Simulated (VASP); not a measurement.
Crystal: HfC5.

```
Hf C
1.0
     4.36825    0.00000    0.00000
     0.00000    4.84449    0.00000
     0.00000    0.00000    8.31973
Hf C
2 10
Direct
  0.00000 0.00000 0.50000
  0.50000 0.50000 0.50000
  0.33441 0.50000 0.00000
  0.16554 0.75015 0.00000
  0.33447 0.00000 0.00000
  0.16554 0.24985 0.00000
  0.66559 0.50000 0.00000
  0.83446 0.24985 0.00000
  0.66553 0.00000 0.00000
  0.83446 0.75015 0.00000
  0.50000 0.00000 0.50000
  0.00000 0.50000 0.50000
```

| Item | Value |
| --- | --- |
| Program | VASP 6.6.1 |
| Task | relaxation of shape and atoms at fixed volume |
| Functional | PBE |
| Potentials or basis | VASP PAW PBE potentials, release 64 (Hf_pv, C) |
| Cutoff | 600 eV |
| k mesh | 8 × 6 × 4 |
| Occupations | gaussian, width 0.1 eV |
| Spin | no spin polarisation |

At the start: pressure -5.0 GPa; volume 14.67 Å³/atom.

Question: Where does the relaxation end?

Answer: Over 7 steps the energy falls by 6.5 meV/atom; space group Pmmm (No. 47, to 0.1 Å) before and after.

The path:
```
step  energy change (eV)  largest force (eV/Å)  pressure (GPa)  volume (Å³)
   1              0.0000                0.0633           -4.98       176.06
   2             -0.0721                0.2914            0.27       176.06
   3             -0.0740                0.2417           -0.48       176.06
   4             -0.0499                0.9136            0.36       176.06
   5             -0.0774                0.0532           -0.27       176.06
   6             -0.0767                0.0678           -0.15       176.06
   7             -0.0783                0.0027           -0.22       176.06
```

Final structure:
```
Hf C
1.0
     4.32574    0.00000    0.00000
     0.00000    4.79711    0.00000
     0.00000    0.00000    8.48447
Hf C
2 10
Cartesian
  0.0000 0.0000 4.2422
  2.1629 2.3986 4.2422
  1.4466 2.3986 0.0000
  0.7160 3.5984 0.0000
  1.4469 0.0000 0.0000
  0.7160 1.1987 0.0000
  2.8791 2.3986 0.0000
  3.6097 1.1987 0.0000
  2.8788 0.0000 0.0000
  3.6097 3.5984 0.0000
  2.1629 0.0000 4.2422
  0.0000 2.3986 4.2422
```
